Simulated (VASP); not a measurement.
A run of VASP 6.6.1 is set up as follows.

File INCAR:

```
PREC = Accurate
ENCUT = 520
EDIFF = 1E-6
ISMEAR = -1
SIGMA = 0.05
LREAL = False
LASPH = True
NELM = 80
ALGO = Normal
ISIF = 2
LWAVE = False
LCHARG = False
GGA = B5
ALDAX = 1.0
AGGAX = 1.0
AGGAC = 1.0
ALDAC = 0.0
NBANDS = 25
```

The input KPOINTS:

```
Automatic mesh
0
Gamma
  10 10 5
```

The input POSCAR:

```
CuO
1.0
    0.1920988932     -2.2008743899     -2.0700306583
   -2.0463018774      0.1076939916     -1.9856257566
    2.4145618661      2.3159196736     -4.4472054935
Cu O
2 2
Direct
    0.4562322400      0.5306856300      0.4854117400
    0.9742842800      0.9858673900      0.0243612000
    0.8016626700      0.7447211200      0.7392802400
    0.2678208100      0.2387258700      0.2509468100
```

Potentials or basis: VASP PAW PBE potentials, release 64 (Cu, O).

Command:

```bash
$ cat potpaw_PBE.64/Cu/POTCAR potpaw_PBE.64/O/POTCAR > POTCAR
$ mpirun -np 1 vasp_std > vasp.out
```

**Question.** Predict the pressure.

**Answer.** -2.3 GPa.

**Question.** Estimate the band gap on the k mesh.

**Answer.** Zero (bands 17 and 18 overlap by 0.70 eV).

**Question.** What does it give for the largest force?

**Answer.** 1.559 eV/Å.

Forces in eV/Å, atoms in the order of the input:
```
Cu   1.031  0.105 -1.165
Cu  -0.758 -0.968  0.580
O    0.082  0.499  0.014
O   -0.355  0.365  0.571
```

Caveat: the PAW data sets were made with another functional, which shifts forces and pressure a little; semilocal functionals often make such compounds metallic where correlation or magnetic order opens a gap, which also shifts bond lengths. With open d or f shells a metallic result of BLYP can be an artefact of self-interaction; +U or a hybrid may open a gap.
